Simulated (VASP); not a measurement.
# Sb (Fm-3m) in VASP: notebook

The runs below take Sb through single point, with PBE.

Everything below comes from runs of VASP 6.6.1. Logs are shortened: lines on timing, memory, paths and dates and some standing lists are left out, and cuts for length are marked.

## Step 1: The cell of the first run

Symmetry: Fm-3m, No. 225, cubic system. The conventional cell has a = 4.595 Å, b = 4.595 Å, c = 4.595 Å, α = 90.00°, β = 90.00°, γ = 90.00°. Sb (site symmetry m-3m) has 12 Sb at 3.25 Å within 4.3 Å.

## Step 2: Single point, PBE (volume scaled by 0.99)

INCAR reads:

```
SYSTEM = Sb
ALGO = Normal
EDIFF = 1E-6
ENCUT = 520
GGA = PE
ISIF = 2
ISMEAR = -1
LASPH = .TRUE.
LCHARG = .TRUE.
LELF = .TRUE.
LREAL = .FALSE.
LVHAR = .TRUE.
LWAVE = .FALSE.
NBANDS = 8
NELM = 60
PREC = Accurate
SIGMA = 0.05
```

KPOINTS reads:

```
k-points
0
G
  12 12 12
  0 0 0
```

POSCAR reads:

```
Sb
1.0
    0.0000000000      2.2972909123      2.2972909123
    2.2972909123      0.0000000000      2.2972909123
    2.2972909123      2.2972909123      0.0000000000
Sb
1
Direct
    0.0000000000      0.0000000000      0.0000000000
```

Potentials or basis: VASP PAW PBE potentials, release 64 (Sb).

Started as:

```sh
$ cat potpaw_PBE.64/Sb/POTCAR > POTCAR
$ mpirun -np 1 vasp_std > vasp.out
```

OUTCAR:

```text
SYSTEM = Sb
   EDIFF = 1E-6
   ENCUT = 520
   GGA = PE
   ISIF = 2
   ISMEAR = -1
   LASPH = .TRUE.
   LREAL = .FALSE.
   NELM = 60
   PREC = Accurate

 ion  position               nearest neighbor table
   1  0.000  0.000  0.000-

  LATTYP: Found a face centered cubic cell.
 ALAT       =     4.5945818246

  Lattice vectors:

 A1 = (   0.0000000000,   2.2972909123,   2.2972909123)
 A2 = (   2.2972909123,   0.0000000000,   2.2972909123)
 A3 = (   2.2972909123,   2.2972909123,   0.0000000000)

Analysis of symmetry for initial positions (statically):
=====================================================================
 Subroutine PRICEL returns:
 Original cell was already a primitive cell.

 Routine SETGRP: Setting up the symmetry group for a
 face centered cubic supercell.

 Subroutine GETGRP returns: Found 48 space group operations
 (whereof 48 operations were pure point group operations)
 out of a pool of 48 trial point group operations.

The static configuration has the point symmetry O_h .

Analysis of symmetry for dynamics (positions and initial velocities):
=====================================================================
 Subroutine PRICEL returns:
 Original cell was already a primitive cell.

 Routine SETGRP: Setting up the symmetry group for a
 face centered cubic supercell.

 Subroutine GETGRP returns: Found 48 space group operations
 (whereof 48 operations were pure point group operations)
 out of a pool of 48 trial point group operations.

The dynamic configuration has the point symmetry O_h .

 Subroutine INISYM returns: Found 48 space group operations
 (whereof 48 operations are pure point group operations),
 and found     1 'primitive' translations

----------------------------------------------------------------------------------------

                                     Primitive cell

  volume of cell :      24.2481

  direct lattice vectors                    reciprocal lattice vectors
     0.000000000  2.297290912  2.297290912    -0.217647664  0.217647664  0.217647664
     2.297290912  0.000000000  2.297290912     0.217647664 -0.217647664  0.217647664
     2.297290912  2.297290912  0.000000000     0.217647664  0.217647664 -0.217647664

  length of vectors
     3.248859965  3.248859965  3.248859965     0.376976812  0.376976812  0.376976812

  position of ions in fractional coordinates (direct lattice)
     0.000000000  0.000000000  0.000000000

  ion indices of the primitive-cell ions
   primitive index   ion index
                 1           1

----------------------------------------------------------------------------------------

 KPOINTS: k-points

Automatic generation of k-mesh.
 Grid dimensions read from file:
 generate k-points for:   12   12   12

 Generating k-lattice:

  Cartesian coordinates                     Fractional coordinates (reciprocal lattice)
    -0.018137305  0.018137305  0.018137305     0.083333333  0.000000000  0.000000000
     0.018137305 -0.018137305  0.018137305     0.000000000  0.083333333  0.000000000
     0.018137305  0.018137305 -0.018137305     0.000000000  0.000000000  0.083333333

  Length of vectors
     0.031414734  0.031414734  0.031414734

  Shift w.r.t. Gamma in fractional coordinates (k-lattice)
     0.000000000  0.000000000  0.000000000

 Subroutine IBZKPT returns following result:
 ===========================================

 Found     72 irreducible k-points:

 Following reciprocal coordinates:
            Coordinates               Weight
  0.000000  0.000000  0.000000      1.000000
  0.083333  0.000000  0.000000      8.000000
  0.166667  0.000000  0.000000      8.000000
  0.250000  0.000000  0.000000      8.000000
  0.333333  0.000000  0.000000      8.000000
  0.416667  0.000000  0.000000      8.000000
[... 16 lines left out ...]
  0.500000  0.166667  0.000000     24.000000
 -0.416667  0.166667  0.000000     24.000000
 [... further k-points ...]
   k-points           NKPTS =     72   k-points in BZ     NKDIM =     72   number of bands    NBANDS=      8
   number of dos      NEDOS =    301   number of ions     NIONS =      1
   total plane-waves  NPLWV =  13824
   dimension x,y,z NGX =    24 NGY =   24 NGZ =   24
   dimension x,y,z NGXF=    48 NGYF=   48 NGZF=   48
   ions per type =               1
   NGX,Y,Z   is equivalent  to a cutoff of  12.28, 12.28, 12.28 a.u.
   NGXF,Y,Z  is equivalent  to a cutoff of  24.56, 24.56, 24.56 a.u.
 SYSTEM =  Sb
   PREC   = accura    normal or accurate (medium, high low for compatibility)
   ISTART =      0    job   : 0-new  1-cont  2-samecut
   ICHARG =      2    charge: 1-file 2-atom 10-const
   ISPIN  =      1    spin polarized calculation?
   LNONCOLLINEAR =      F non collinear calculations
   LSORBIT =      F    spin-orbit coupling
   LASPH  =      T    aspherical Exc in radial PAW
   ENCUT  =  520.0 eV  38.22 Ry    6.18 a.u.   6.04  6.04  6.04*2*pi/ulx,y,z
   NELM   =     60;   NELMIN=  2; NELMDL= -5     # of ELM steps
   EDIFF  = 0.1E-05   stopping-criterion for ELM
   LREAL  =      F    real-space projection
   EDIFFG = 0.1E-04   stopping-criterion for IOM
   NSW    =      0    number of steps for IOM
   IBRION =     -1    ionic relax: 0-MD 1-quasi-New 2-CG
   NFREE  =      0    steps in history (QN), initial steepest desc. (CG)
   ISIF   =      2    stress and relaxation
   ISYM   =      2    0-nonsym 1-usesym 2-fastsym
   POTIM  = 0.5000    time-step for ionic-motion
   TEBEG  =    0.0;   TEEND  =   0.0 temperature during run
   PSTRESS=    0.0 pullay stress
   NELECT =       5.0000    total number of electrons
   NUPDOWN=      -1.0000    fix difference up-down
   EMIN   =  10.00;   EMAX   =-10.00  energy-range for DOS
   EFERMI =   0.00;   METHOD = LEGACY
   ISMEAR =    -1;   SIGMA  =   0.05  broadening in eV -4-tet -1-fermi 0-gaus
   EFERMI_NEDOS =   21; number of points for ismear=-14 and -15
   IALGO  =     38    algorithm
   IMIX   =      4    mixing-type and parameters
     AMIX     =   0.40;   BMIX     =  1.00
     AMIX_MAG =   1.60;   BMIX_MAG =  1.00
  volume/ion in A,a.u.               =      24.25       163.63
  Fermi-wavevector in a.u.,A,eV,Ry     =   0.967176  1.827698 12.727290  0.935429
  Thomas-Fermi vector in A             =   2.097040
   LORBIT       =      0    0 simple, 1 ext, 2 COOP (PROOUT), +10 PAW based schemes
   GGA     = PE    functional components
   LHFCALC =     F    Hartree Fock is set to
   AEXX    =    0.0000 exact exchange contribution
   IVDW    =     0    specifies the selected vdW correction
   LEPSILON=     F    determine dielectric tensor
   LRPA    =     F    only Hartree local field effects (RPA)
 non-spin polarized calculation
  energy-cutoff  :      520.00
  volume of cell :       24.25
 maximum number of plane-waves:       664
   NGX = 13   NGY = 13   NGZ = 13

 number of electron       4.9999999 magnetization

 Free energy of the ion-electron system (eV)
  ---------------------------------------------------
  ext. energy  EPLUGINS =         0.00000000
  ---------------------------------------------------
  free energy    TOTEN  =        -3.73631455 eV

  energy without entropy =       -3.73027476  energy(sigma->0) =       -3.73329465

 E-fermi :  10.0278     XC(G=0): -10.6990

 val. band max:        9.9257445335   @ k =   0.5000   0.4167   0.0833
 cond. band min:      10.0405558536   @ k =   0.4167   0.3333   0.0000
 fundamental gap:      0.1148113201
 Fermi energy:        10.0278027215

 k-point     1 :       0.0000    0.0000    0.0000
  band No.  band energies     occupation
      1      -3.8373      2.00000
      2      16.0885      0.00000
      3      16.0885      0.00000
      4      16.0885      0.00000
      5      20.1741      0.00000
      6      20.2650      0.00000
      7      20.2650      0.00000
      8      20.2650      0.00000

 k-point     2 :       0.0833    0.0000    0.0000
  band No.  band energies     occupation
      1      -3.6856      2.00000
      2      14.6175      0.00000
      3      15.8635      0.00000
      4      15.8635      0.00000
      5      19.1927      0.00000
      6      20.6179      0.00000
      7      20.6179      0.00000
      8      22.2477      0.00000

 k-point     3 :       0.1667    0.0000    0.0000
  band No.  band energies     occupation
      1      -3.2317      2.00000
      2      11.9215      0.00000
      3      15.3745      0.00000
      4      15.3745      0.00000
      5      18.7896      0.00000
      6      21.2090      0.00000
      7      21.2090      0.00000
      8      22.7962      0.00000

 k-point     4 :       0.2500    0.0000    0.0000
  band No.  band energies     occupation
      1      -2.4815      2.00000
      2       9.1751      2.00000
      3      14.8678      0.00000
      4      14.8678      0.00000
      5      18.5814      0.00000
      6      20.7323      0.00000
      7      20.7323      0.00000
      8      21.8872      0.00000

 k-point     5 :       0.3333    0.0000    0.0000
  band No.  band energies     occupation
      1      -1.4567      2.00000
      2       6.6533      2.00000
      3      14.4621      0.00000
      4      14.4621      0.00000
      5      18.5498      0.00000
      6      19.9888      0.00000
      7      19.9888      0.00000
      8      20.7976      0.00000
[... 177 lines left out ...]
 k-point    22 :       0.4167    0.1667    0.0000
  band No.  band energies     occupation
      1      -0.5400      2.00000
      2       6.3495      2.00000
      3      11.8110      0.00000
      4      12.5274      0.00000
      5      16.4541      0.00000
      6      20.8728      0.00000
      7      22.1745      0.00000
      8      23.0769      0.00000

 k-point    23 :       0.5000    0.1667    0.0000
  band No.  band energies     occupation
      1       0.6270      2.00000
      2       4.5049      2.00000
      3      11.0737      0.00000
      4      12.7003      0.00000
      5      16.4930      0.00000
      6      21.4959      0.00000
      7      21.6471      0.00000
      8      23.8424      0.00000

 k-point    24 :      -0.4167    0.1667    0.0000
  band No.  band energies     occupation
      1       0.8992      2.00000
      2       4.1437      2.00000
      3      10.5614      0.00005
      4      13.1573      0.00000
      5      16.8384      0.00000
      6      21.0387      0.00000
      7      21.4032      0.00000
      8      24.4403      0.00000

 [... further k-points ...]
[... 5 lines left out ...]
  --------------------------------------------------------------------------------------
  -------------------------------------------------------------------------------------
  Total        1.4422227      1.4422227      1.4422227     -0.0000000     -0.0000000      0.0000000
  in kB       95.2938608     95.2938608     95.2938608     -0.0000000     -0.0000000      0.0000000
  external PRESSURE =      95.2938608 kB  Pullay stress =       0.0000000 kB

 VOLUME and BASIS-vectors are now :
 -----------------------------------------------------------------------------
  energy-cutoff  :      520.00
  volume of cell :       24.25
      direct lattice vectors                 reciprocal lattice vectors
     0.000000000  2.297290912  2.297290912    -0.217647664  0.217647664  0.217647664
     2.297290912  0.000000000  2.297290912     0.217647664 -0.217647664  0.217647664
     2.297290912  2.297290912  0.000000000     0.217647664  0.217647664 -0.217647664

 POSITION                                       TOTAL-FORCE (eV/Angst)
 -----------------------------------------------------------------------------------
      0.00000      0.00000      0.00000         0.000000     -0.000000      0.000000
 -----------------------------------------------------------------------------------
    total drift:                                0.000000     -0.000000      0.000000

  FREE ENERGIE OF THE ION-ELECTRON SYSTEM (eV)
  ---------------------------------------------------
  free  energy   TOTEN  =        -3.7363145467 eV

  energy  without entropy=       -3.7302747623  energy(sigma->0) =       -3.73329465
```

It took 5.5 s on 1 thread of Intel Xeon 6455B, shared host; peak memory 0.14 GiB.

Results:

| Quantity | Value |
| --- | --- |
| Free energy | -3.7363 eV |
| Pressure | 9.5 GPa |

Levels at points of the mesh, in eV from the Fermi level:
| k point | band 1 | band 2 | band 3 | band 4 | band 5 | band 6 |
| --- | --- | --- | --- | --- | --- | --- |
| (0.00, 0.00, 0.00) | -13.87 | 6.06 | 6.06 | 6.06 | 10.15 | 10.24 |
| (0.50, 0.00, 0.00) | -9.50 | -6.59 | 4.09 | 4.09 | 8.82 | 9.30 |
| (0.50, 0.50, 0.00) | -7.55 | -5.58 | 0.33 | 0.33 | 4.19 | 4.49 |

Caveat: spin-orbit coupling is left out, which moves the levels of the heavy elements.

(Continued in part 2 of 2.)
